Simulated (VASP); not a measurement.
# RbBr: single point with PBE

The system is RbBr.

```
Rb Br
1.0
     0.00000    3.50834    3.50834
     3.50834    0.00000    3.50834
     3.50834    3.50834    0.00000
Rb Br
1 1
Direct
  0.50000 0.50000 0.50000
  0.00000 0.00000 0.00000
```

| Property | Result |
| --- | --- |
| Program | VASP 6.6.1 |
| Task | single point |
| Functional | PBE |
| Potentials or basis | VASP PAW PBE potentials, release 64 (Rb_sv, Br) |
| Cutoff | 520 eV |
| k mesh | 8 × 8 × 8 |
| Occupations | gaussian, width 0.05 eV |
| Spin | non-collinear spin, zero start, spin-orbit coupling |
| Starting moments | [[0.0, 0.0, 0.0], [0.0, 0.0, 0.0]] μB |

```
Pressure                                              : 0.0 GPa
Net moment                                            : 0.00 μB per cell
Valence electrons inside the program's atomic spheres : Rb 7.31; Br 4.89
```

Moments on the atoms (μB; x, y, z):
```
Rb  0.00 0.00 0.00
Br  0.00 0.00 0.00
```

Run time: 2.8 min on 1 thread of Intel(R) Xeon(R) 6975P-C (Granite Rapids) (shared host), peak memory 0.53 GiB.
